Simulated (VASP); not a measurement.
# ZnSe (F-43m) in VASP: further runs, part 2 of 2

VASP 6.6.1. Earlier steps stand in the parts before.

### 3 Single point, PBE

INCAR reads:

```
SYSTEM = ZnSe
  ALGO = Normal
  EDIFF = 1E-6
  ENCUT = 520
  GGA = PE
  ISIF = 2
  ISMEAR = 0
  LASPH = .TRUE.
  LCHARG = .FALSE.
  LREAL = .FALSE.
  LWAVE = .FALSE.
  NBANDS = 16
  NELM = 80
  PREC = Accurate
  SIGMA = 0.01
```

KPOINTS reads:

```
k-points
0
G
  4 4 4
  0 0 0
```

POSCAR reads:

```
ZnSe
1.0
    0.0000000000      2.8324246769      2.8324246769
    2.8324246769      0.0000000000      2.8324246769
    2.8324246769      2.8324246769      0.0000000000
Zn Se
1 1
Direct
    0.0000000000      0.0000000000      0.0000000000
    0.2500000000      0.2500000000      0.2500000000
```

Potentials or basis: VASP PAW PBE potentials, release 64 (Zn, Se).

Command:

```console
cat potpaw_PBE.64/Zn/POTCAR potpaw_PBE.64/Se/POTCAR > POTCAR
mpirun -np 1 vasp_std > vasp.out
```

OUTCAR:

```text
SYSTEM = ZnSe
   EDIFF = 1E-6
   ENCUT = 520
   GGA = PE
   ISIF = 2
   ISMEAR = 0
   LASPH = .TRUE.
   LREAL = .FALSE.
   NELM = 80
   PREC = Accurate

 ion  position               nearest neighbor table
   1  0.000  0.000  0.000-   2 2.45   2 2.45   2 2.45   2 2.45
   2  0.250  0.250  0.250-   1 2.45   1 2.45   1 2.45   1 2.45

  LATTYP: Found a face centered cubic cell.
 ALAT       =     5.6648493538

  Lattice vectors:

 A1 = (   0.0000000000,   2.8324246769,   2.8324246769)
 A2 = (   2.8324246769,   0.0000000000,   2.8324246769)
 A3 = (   2.8324246769,   2.8324246769,   0.0000000000)

Analysis of symmetry for initial positions (statically):
=====================================================================
 Subroutine PRICEL returns:
 Original cell was already a primitive cell.

 Routine SETGRP: Setting up the symmetry group for a
 face centered cubic supercell.

 Subroutine GETGRP returns: Found 24 space group operations
 (whereof 24 operations were pure point group operations)
 out of a pool of 48 trial point group operations.

The static configuration has the point symmetry T_d .

Analysis of symmetry for dynamics (positions and initial velocities):
=====================================================================
 Subroutine PRICEL returns:
 Original cell was already a primitive cell.

 Routine SETGRP: Setting up the symmetry group for a
 face centered cubic supercell.

 Subroutine GETGRP returns: Found 24 space group operations
 (whereof 24 operations were pure point group operations)
 out of a pool of 48 trial point group operations.

The dynamic configuration has the point symmetry T_d .

 Subroutine INISYM returns: Found 24 space group operations
 (whereof 24 operations are pure point group operations),
 and found     1 'primitive' translations

----------------------------------------------------------------------------------------

[... 94 lines left out ...]
     AMIX     =   0.40;   BMIX     =  1.00
     AMIX_MAG =   1.60;   BMIX_MAG =  1.00
  volume/ion in A,a.u.               =      22.72       153.35
  Fermi-wavevector in a.u.,A,eV,Ry     =   1.202257  2.271936 19.666157  1.445422
  Thomas-Fermi vector in A             =   2.338043
   LORBIT       =      0    0 simple, 1 ext, 2 COOP (PROOUT), +10 PAW based schemes
   GGA     = PE    functional components
   LHFCALC =     F    Hartree Fock is set to
   AEXX    =    0.0000 exact exchange contribution
   IVDW    =     0    specifies the selected vdW correction
   LEPSILON=     F    determine dielectric tensor
   LRPA    =     F    only Hartree local field effects (RPA)
 non-spin polarized calculation
 Gauss-broadening in eV      SIGMA  =   0.01
  energy-cutoff  :      520.00
  volume of cell :       45.45
 maximum number of plane-waves:      1243
 NGX is ok and might be reduce to    30
   NGX = 15   NGY = 15   NGZ = 15

 number of electron      18.0000011 magnetization

 Free energy of the ion-electron system (eV)
  ---------------------------------------------------
  ext. energy  EPLUGINS =         0.00000000
  ---------------------------------------------------
  free energy    TOTEN  =        -5.95200252 eV

  energy without entropy =       -5.95200252  energy(sigma->0) =       -5.95200252

 E-fermi :   1.7536     XC(G=0):  -9.3139

 val. band max:        1.6565664508   @ k =   0.0000   0.0000   0.0000
 cond. band min:       2.9401567739   @ k =   0.0000   0.0000   0.0000
 fundamental gap:      1.2835903232
 Fermi energy:         1.7536081278

 k-point     1 :       0.0000    0.0000    0.0000
  band No.  band energies     occupation
      1     -11.6073      2.00000
      2      -4.9241      2.00000
      3      -4.9241      2.00000
      4      -4.9241      2.00000
      5      -4.5561      2.00000
      6      -4.5561      2.00000
[... 129 lines left out ...]
      3      -4.7176      2.00000
      4      -4.5881      2.00000
      5      -4.5854      2.00000
      6      -4.2530      2.00000
[... 8 lines left out ...]
     15      15.4183      0.00000
     16      15.7530      0.00000

------------------------ aborting loop because EDIFF is reached ----------------------------------------

  FORCE on cell =-STRESS in cart. coord.  units (eV):
  Direction    XX          YY          ZZ          XY          YZ          ZX
  --------------------------------------------------------------------------------------
  -------------------------------------------------------------------------------------
  Total        0.7907102      0.7907102      0.7907102      0.0000000      0.0000000      0.0000000
  in kB       27.8755096     27.8755096     27.8755096      0.0000000      0.0000000      0.0000000
  external PRESSURE =      27.8755096 kB  Pullay stress =       0.0000000 kB

 VOLUME and BASIS-vectors are now :
 -----------------------------------------------------------------------------
  energy-cutoff  :      520.00
  volume of cell :       45.45
      direct lattice vectors                 reciprocal lattice vectors
     0.000000000  2.832424677  2.832424677    -0.176527201  0.176527201  0.176527201
     2.832424677  0.000000000  2.832424677     0.176527201 -0.176527201  0.176527201
     2.832424677  2.832424677  0.000000000     0.176527201  0.176527201 -0.176527201

 POSITION                                       TOTAL-FORCE (eV/Angst)
 -----------------------------------------------------------------------------------
      0.00000      0.00000      0.00000        -0.000000      0.000000      0.000000
      1.41621      1.41621      1.41621         0.000000     -0.000000     -0.000000
 -----------------------------------------------------------------------------------
    total drift:                               -0.000001     -0.000001     -0.000001

  FREE ENERGIE OF THE ION-ELECTRON SYSTEM (eV)
  ---------------------------------------------------
  free  energy   TOTEN  =        -5.9520025199 eV

  energy  without entropy=       -5.9520025199  energy(sigma->0) =       -5.95200252
```

Wall time 13 s (1 thread of Intel Xeon Platinum 8259CL at 2.50GHz (Skylake/Cascade Lake), shared host); peak memory 0.16 GiB.

Results:

| Item | Value |
| --- | --- |
| Free energy | -5.9520 eV |
| Pressure | 2.8 GPa |
| Band gap on the k mesh | 1.28 eV |

Caveat: the k points lie up to 0.48 Å⁻¹ apart. As with any semilocal functional, this PBE gap is likely too small.

### 4 Single point, LDA

INCAR reads:

```
ALGO     = Normal         # electronic algorithm
EDIFF    = 1E-6           # SCF threshold, eV
ENCUT    = 520            # plane-wave cutoff, eV
ISIF     = 2              # what is computed and relaxed
ISMEAR   = 0              # smearing method
LASPH    = True           # aspherical terms in the spheres
LCHARG   = False          # write CHGCAR
LREAL    = False          # projectors in reciprocal space
LWAVE    = False          # write WAVECAR
NBANDS   = 16             # bands
NELM     = 100            # most SCF steps
PREC     = Accurate       # precision mode
SIGMA    = 0.01           # smearing width, eV
```

KPOINTS reads:

```
k-points
0
Gamma
  4 4 4
```

POSCAR is that of step 3.

Potentials or basis: VASP PAW LDA potentials, release 64 (Zn, Se).

Command:

```console
cat potpaw_LDA.64/Zn/POTCAR potpaw_LDA.64/Se/POTCAR > POTCAR
mpirun -np 1 vasp_std > vasp.out
```

It took 11 s on 1 thread of Intel Xeon Platinum 8259CL at 2.50GHz (Skylake/Cascade Lake), shared host; peak memory 0.14 GiB.

The run converged. Its results:

```
Free energy            : -7.2774 eV
Pressure               : -2.7 GPa
Band gap on the k mesh : 1.05 eV
```

Levels at points of the mesh, in eV from the valence-band top:
```tsv
k point	band 6	band 7	band 8	band 9	band 10	band 11	band 12	band 13
(0.00, 0.00, 0.00)	-6.36	0.00	0.00	0.00	1.05	5.67	5.67	5.67
(0.50, 0.00, 0.00)	-6.20	-5.32	-0.88	-0.88	2.35	6.26	6.26	8.34
(0.50, 0.50, 0.00)	-6.18	-4.85	-2.22	-2.22	2.77	3.30	10.52	11.08
```

Caveat: the k points lie up to 0.48 Å⁻¹ apart.
